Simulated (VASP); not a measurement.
A run of VASP 6.6.1:

File INCAR:

```
PREC = Accurate ; ENCUT = 600
EDIFF = 1E-6 ; ISMEAR = 0
SIGMA = 0.1 ; LREAL = F
LASPH = T ; NELM = 120
ALGO = Normal ; ISIF = 2
LWAVE = F ; LCHARG = T
GGA = PE ; LELF = T
LVHAR = T ; NBANDS = 30
GGA_COMPAT = F
```

KPOINTS

```
regular mesh
0
Gamma
  6 6 6
```

POSCAR

```
Ge2Sb2O
1.0
   -1.9769766496      1.9769766496      7.8302446445
    1.9769766496     -1.9769766496      7.8302446445
    1.9769766496      1.9769766496     -7.8302446445
Ge Sb O
2 2 1
Direct
    0.6789250595      0.6789250595      0.0000000000
    0.3210749405      0.3210749405      0.0000000000
    0.8717199918      0.8717199918      0.0000000000
    0.1282800082      0.1282800082      0.0000000000
    0.0000000000      0.0000000000      0.0000000000
```

Potentials or basis: VASP PAW PBE potentials, release 64 (Ge_d, Sb, O).

Run with:

```bash
$ cat potpaw_PBE.64/Ge_d/POTCAR potpaw_PBE.64/Sb/POTCAR potpaw_PBE.64/O/POTCAR > POTCAR
$ mpirun -np 1 vasp_std > vasp.out
```

Hardware: 1 thread of Intel(R) Xeon(R) 6975P-C (Granite Rapids), on a shared host.

Problem. Estimate the wall time of this run.

Solution. Run time: 4 min on 1 thread of Intel(R) Xeon(R) 6975P-C (Granite Rapids) (shared host), peak memory 0.7 GiB. Counts: scf iterations 15, k points 30.
